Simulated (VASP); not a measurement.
Write the native input for VASP 6.6.1 that does the following.

```
Task                   : single point
Functional             : PBE
Potentials or basis    : VASP PAW PBE potentials, release 64 (Ti_sv, C)
Cutoff                 : 520 eV
k mesh                 : 18 × 18 × 16
Occupations            : fermi-dirac, width 0.05 eV
Spin                   : no spin polarisation
Dipole correction      : no
Further INCAR settings : ALGO = Normal; EDIFF = 1e-06; NBANDS = 15
```

The structure of TiC (WC type) lies in POSCAR:

```
TiC
1.0
    2.4493202055      0.0000000000      0.0000000000
   -1.2246601028      2.1211735200      0.0000000000
    0.0000000000      0.0000000000      2.4383291228
Ti C
1 1
Direct
    0.0000000000      0.0000000000      0.0000000000
    0.3333333333      0.6666666667      0.5000000000
```

These files were run (other wordings do the same):

INCAR

```
SYSTEM = TiC
  ALGO = Normal
  EDIFF = 1E-6
  ENCUT = 520
  GGA = PE
  ISIF = 2
  ISMEAR = -1
  LASPH = .True.
  LCHARG = .False.
  LREAL = .False.
  LWAVE = .False.
  NBANDS = 15
  NELM = 60
  PREC = Accurate
  SIGMA = 0.05
```

KPOINTS

```
k-points
0
Gamma
  18 18 16
  0 0 0
```

Potentials or basis: VASP PAW PBE potentials, release 64 (Ti_sv, C).

Command:

```bash
$ cat potpaw_PBE.64/Ti_sv/POTCAR potpaw_PBE.64/C/POTCAR > POTCAR
$ mpirun -np 1 vasp_std > vasp.out
```

Results of the run:

```json
{
  "Pressure": "297.6 GPa",
  "Band gap on the k mesh": "zero (bands 8 and 9 overlap by 1.26 eV)"
}
```

Caveat: the cell stands under pressure.

Run time: 70 s on 1 thread of Intel(R) Xeon(R) Platinum 8175M CPU @ 2.50GHz (Skylake/Cascade Lake), with other jobs on the host, peak memory 0.17 GiB.
